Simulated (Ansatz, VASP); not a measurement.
This is a calculation of Sb for VASP 6.6.1.

File INCAR:

```
  PREC = Accurate
  ENCUT = 600
  EDIFF = 1E-7
  ISMEAR = -1
  SIGMA = 0.05
  LREAL = F
  LASPH = T
  NELM = 60
  ALGO = Normal
  ISIF = 3
  LWAVE = F
  LCHARG = F
  GGA = PE
  IBRION = 2
  NSW = 80
  EDIFFG = -0.005
```

Contents of KPOINTS:

```
regular mesh
0
Gamma
  6 6 6
```

The input POSCAR:

```
Sb
1.0
    2.1542000000      1.2437279499      3.7580000000
   -2.1542000000      1.2437279499      3.7580000000
    0.0000000000     -2.4874558998      3.7580000000
Sb
2
Direct
    0.7665100000      0.7665100000      0.7665100000
    0.2334900000      0.2334900000      0.2334900000
```

Potentials or basis: VASP PAW PBE potentials, release 64 (Sb).

Command:

```sh
$ cat potpaw_PBE.64/Sb/POTCAR > POTCAR
$ mpirun -np 1 vasp_std > vasp.out
```

Q: Translate it to Ansatz 0.2.0. Potentials there: all-electron LAPW, scalar-relativistic.

A: As run (the cutoff follows the program's own potentials):

Contents of input.yaml:

```yaml
crystal:
  lattice:
    - [2.1542, 1.2437279499, 3.758]
    - [-2.1542, 1.2437279499, 3.758]
    - [0.0, -2.4874558998, 3.758]
  atoms:
    - { symbol: Sb, position: [0.76651, 0.76651, 0.76651] }
    - { symbol: Sb, position: [0.23349, 0.23349, 0.23349] }
kpoints:
  mp_grid: { grid: [6, 6, 6] }
scf:
  occupations: { method: fermi_dirac, width: 0.05 }
hamiltonian:
  xc: pbe
  pseudopotentials: { kind: all_electron, lapw: { basis_error: 0.001 } }
output:
  forces: true
  stress: true
relax:
  f_tol: 0.005
  max_steps: 60
  cell: {}
```

Potentials or basis: all-electron LAPW, scalar-relativistic.

Launch:

```sh
$ ansatz run input.yaml --threads 1 --pin off --max-ram 3072MiB --backend cpu --events-out ev --progress --plain --runs-dir out
```

Both were run:

|  | VASP | Ansatz | Ansatz less VASP |
| --- | --- | --- | --- |
| relaxed volume (Å³/atom) | 32.11 | 32.15 | +0.048 |
| relaxed length of the cell vector where the two differ most in proportion (Å) | 4.621 | 4.627 | +0.0057 |

Ansatz ran all-electron here, and VASP with PAW potentials.

Neither program's run includes spin-orbit coupling. Noted on Ansatz's run: the k mesh is thin for a metal, which can move the energy by tens of meV per atom.
